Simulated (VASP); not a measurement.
Write the native input for VASP 6.6.1 that does the following.

```
Task                   : single point
Functional             : PBEsol
Potentials or basis    : VASP PAW PBE potentials, release 64 (Ga_d)
Cutoff                 : 520 eV
k mesh                 : 9 × 9 × 12
Occupations            : fermi-dirac, width 0.1 eV
Spin                   : no spin polarisation
Dipole correction      : no
Further INCAR settings : ALGO = Normal; EDIFF = 1e-06; NBANDS = 26
```

The structure of Ga lies in POSCAR:

```
Ga
1.0
    4.5455081281      0.0000000000      0.0000000000
   -2.2727540641      3.9365255120      0.0000000000
    0.0000000000      0.0000000000      2.9069365954
Ga
3
Direct
    1.0000000000      1.0000000000      0.0000000000
    0.3333333333      0.6666666667      0.5000000000
    0.6666666667      0.3333333333      0.5000000000
```

This isn't the form of Ga at room conditions, which is orthorhombic.

One way to write it, as run:

INCAR

```
SYSTEM = Ga
ALGO = Normal
EDIFF = 1E-6
ENCUT = 520
GGA = PS
ISIF = 2
ISMEAR = -1
LASPH = .TRUE.
LCHARG = .FALSE.
LREAL = .FALSE.
LWAVE = .FALSE.
NBANDS = 26
NELM = 60
PREC = Accurate
SIGMA = 0.1
```

KPOINTS

```
k-points
0
G
  9 9 12
  0 0 0
```

Potentials or basis: VASP PAW PBE potentials, release 64 (Ga_d).

Launch:

```bash
$ cat potpaw_PBE.64/Ga_d/POTCAR > POTCAR
$ mpirun -np 1 vasp_std > vasp.out
```

Results of the run:

```
Pressure               : 2.8 GPa
Band gap on the k mesh : zero (an odd number of electrons rules out a gap without spin polarisation)
```

Caveat: the PAW data sets were made with another functional, which shifts forces and pressure a little.

Run time: 82 s on 1 thread of Intel Xeon 6975P-C, on a shared host, peak memory 0.23 GiB.
